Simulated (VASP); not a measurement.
Input of a VASP 6.6.1 run:

The input INCAR:

```
PREC = Accurate ; ENCUT = 600
EDIFF = 1E-6 ; ISMEAR = 1
SIGMA = 0.1 ; LREAL = F
LASPH = T ; NELM = 120
ALGO = Normal ; ISIF = 2
LWAVE = F ; LCHARG = T
GGA = PE ; LELF = T
LVHAR = T ; NBANDS = 14
GGA_COMPAT = F
```

Contents of KPOINTS:

```
Automatic mesh
0
Gamma
  11 11 11
```

Contents of POSCAR:

```
TaC
1.0
    0.0000000000      2.2043184445      2.2043184445
    2.2043184445      0.0000000000      2.2043184445
    2.2043184445      2.2043184445      0.0000000000
Ta C
1 1
Direct
    0.0000000000      0.0000000000      0.0000000000
    0.5000000000      0.5000000000      0.5000000000
```

Potentials or basis: VASP PAW PBE potentials, release 64 (Ta_pv, C).

Run with:

```sh
$ cat potpaw_PBE.64/Ta_pv/POTCAR potpaw_PBE.64/C/POTCAR > POTCAR
$ mpirun -np 1 vasp_std > vasp.out
```

Question: Predict the band gap on the k mesh.

Answer: Zero (an odd number of electrons rules out a gap without spin polarisation).

Question: What does it give for the pressure?

Answer: 16.8 GPa.

Caveat: the cell stands under pressure; spin-orbit coupling is left out, which moves the levels of the heavy elements.
